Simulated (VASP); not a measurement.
Write the native input for VASP 6.6.1 that does the following.

* Task: single point
* Functional: r2SCAN
* Potentials or basis: VASP PAW PBE potentials, release 64 (Te, Sn_d)
* Cutoff: 520 eV
* k mesh: 7 × 7 × 7
* Occupations: fermi-dirac, width 0.05 eV
* Spin: no spin polarisation
* Dipole correction: no
* Further INCAR settings: ALGO = Normal; EDIFF = 1e-06; NBANDS = 17

SnTe:

```
CELL_PARAMETERS angstrom
0.00000 3.53743 3.53743
3.53743 0.00000 3.53743
3.53743 3.53743 0.00000
ATOMIC_POSITIONS crystal
Te 0.25000 0.25000 0.25000
Sn 0.00000 0.00000 0.00000
```

The input as run:

POSCAR

```
SnTe
1.0
    0.0000000000      3.5374284581      3.5374284581
    3.5374284581      0.0000000000      3.5374284581
    3.5374284581      3.5374284581      0.0000000000
Te Sn
1 1
Direct
    0.2500000000      0.2500000000      0.2500000000
    0.0000000000      0.0000000000      0.0000000000
```

INCAR.step1

```
  PREC = Accurate
  ENCUT = 520
  ISMEAR = -1
  SIGMA = 0.05
  LREAL = F
  LASPH = T
  NELM = 60
  NBANDS = 17
  GGA = PE
  ALGO = Normal
  EDIFF = 1E-4
  LWAVE = T
  LCHARG = F
```

INCAR.step2

```
  PREC = Accurate
  ENCUT = 520
  EDIFF = 1E-6
  ISMEAR = -1
  SIGMA = 0.05
  LREAL = F
  LASPH = T
  NELM = 60
  ALGO = Normal
  ISIF = 2
  LWAVE = F
  LCHARG = T
  METAGGA = R2SCAN
  LMIXTAU = T
  LELF = T
  LVHAR = T
  NBANDS = 17
  ISTART = 1
```

KPOINTS

```
Automatic mesh
0
Gamma
  7 7 7
```

Potentials or basis: VASP PAW PBE potentials, release 64 (Te, Sn_d).

Run with:

```console
$ cat potpaw_PBE.64/Te/POTCAR potpaw_PBE.64/Sn_d/POTCAR > POTCAR
$ cp INCAR.step1 INCAR
$ mpirun -np 1 vasp_std > vasp.out
$ cp INCAR.step2 INCAR
$ mpirun -np 1 vasp_std > vasp.out
```

It gave:

The pressure is 1.1 GPa and the band gap on the k mesh is 0.24 eV, indirect (least direct gap 0.85 eV).

Caveat: the PAW data sets were made with another functional, which shifts forces and pressure a little; spin-orbit coupling is left out, which moves the levels of the heavy elements.

It took 52 s on 1 thread of Intel(R) Xeon(R) 6975P-C (Granite Rapids), with other jobs on the host, peak memory 0.26 GiB.
